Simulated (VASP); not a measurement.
Set up this calculation in VASP 6.6.1, as the native input.

| Property | Result |
| --- | --- |
| Task | relaxation of cell and atoms |
| Functional | LDA |
| Potentials or basis | VASP PAW LDA potentials, release 64 (Ta_sv_GW, N) |
| Cutoff | 700 eV |
| k mesh | 7 × 7 × 3 |
| Occupations | fermi-dirac, width 0.05 eV |
| Spin | no spin polarisation |
| Dipole correction | no |
| Further INCAR settings | ALGO = Normal; EDIFF = 1e-07; IBRION = 2; EDIFFG = -0.01; NSW = 60; ISIF = 3 |

The structure of Ta3N lies in POSCAR:

```
Ta3N
1.0
    3.0322239879      0.0000000000      0.0000000000
   -1.5161119940      2.6259830035      0.0000000000
    0.0000000000      0.0000000000      7.5241370000
Ta N
3 1
Direct
    0.6666666667      0.3333333333      0.8260700000
    0.3333333333      0.6666666667      0.1739300000
    0.0000000000      0.0000000000      0.5000000000
    0.0000000000      0.0000000000      0.0000000000
```

One way to write it, as run:

INCAR

```
SYSTEM = Ta3N
ALGO = Normal ; EDIFF = 1E-7
EDIFFG = -0.01 ; ENCUT = 700
GGA = CA ; GGA_COMPAT = .FALSE.
IBRION = 2 ; ISIF = 3
ISMEAR = -1 ; LASPH = .TRUE.
LCHARG = .FALSE. ; LREAL = .FALSE.
LWAVE = .FALSE. ; NELM = 120
NELMIN = 4 ; NSW = 60
PREC = Accurate ; SIGMA = 0.05
```

KPOINTS

```
k-points
0
G
  7 7 3
  0 0 0
```

Potentials or basis: VASP PAW LDA potentials, release 64 (Ta_sv_GW, N).

Run with:

```sh
$ cat potpaw_LDA.64/Ta_sv_GW/POTCAR potpaw_LDA.64/N/POTCAR > POTCAR
$ mpirun -np 1 vasp_std > vasp.out
```

It gave:

```yaml
Relaxed_volume: 14.27 Å³/atom
Relaxed_cell: a = 2.989 Å, b = 2.989 Å, c = 7.377 Å, α = 90.00°, β = 90.00°, γ = 120.00°
Space_group_after_relaxing_to_0.1_Å: P-3m1 (No. 164)
Energy_gained_by_relaxing: 32.5 meV/atom
Ionic_steps: 15
Pressure_after_relaxing: 0.1 GPa
Largest_force_after_relaxing: 0.009 eV/Å
Band_gap_on_the_k_mesh: zero (bands 22 and 23 overlap by 0.68 eV)
```

Caveat: spin-orbit coupling is left out, which moves the levels of the heavy elements.

It used 550 s of CPU time on 1 thread of Intel(R) Xeon(R) Platinum 8488C (Sapphire Rapids), with other jobs on the host.
